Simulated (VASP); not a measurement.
The system is Cd.

```xyz
2
Lattice="3.0181 0.0000 0.0000 -1.5090 2.6137 0.0000 0.0000 0.0000 5.6916" Properties=species:S:1:pos:R:3 pbc="T T T"
Cd    1.5090    0.8712    4.2687
Cd    0.0000    1.7425    1.4229
```

Base run:

| Property | Result |
| --- | --- |
| Program | VASP 6.6.1 |
| Functional | PBEsol |
| Potentials or basis | VASP PAW PBE potentials, release 64 (Cd) |
| Cutoff | 520 eV |
| k mesh | 10 × 10 × 5 |
| Occupations | fermi-dirac, width 0.05 eV |
| Spin | no spin polarisation |

Its results: band gap on the k mesh zero (band 12 reaches 3.49 eV, above the bottom of band 13 at -0.38 eV); pressure -3.2 GPa.

**Question.** After a change of settings the same cell gave: band gap on the k mesh zero (band 12 reaches 3.70 eV, above the bottom of band 13 at -0.16 eV); pressure 0.9 GPa. Which change was it?
A. functional from PBEsol to LDA; potentials or basis from VASP PAW PBE potentials, release 64 (Cd) to VASP PAW LDA potentials, release 64 (Cd)
B. further incar settings from ALGO = Normal; EDIFF = 1e-06; NBANDS = 19 to ALGO = Fast; EDIFF = 1e-06; NBANDS = 19
C. functional from PBEsol to PBE

**Answer.** C.

PBE binds less tightly than PBEsol, so the same cell stands under more pressure.

Caveats: the PAW data sets were made with another functional, which shifts forces and pressure a little (some runs).
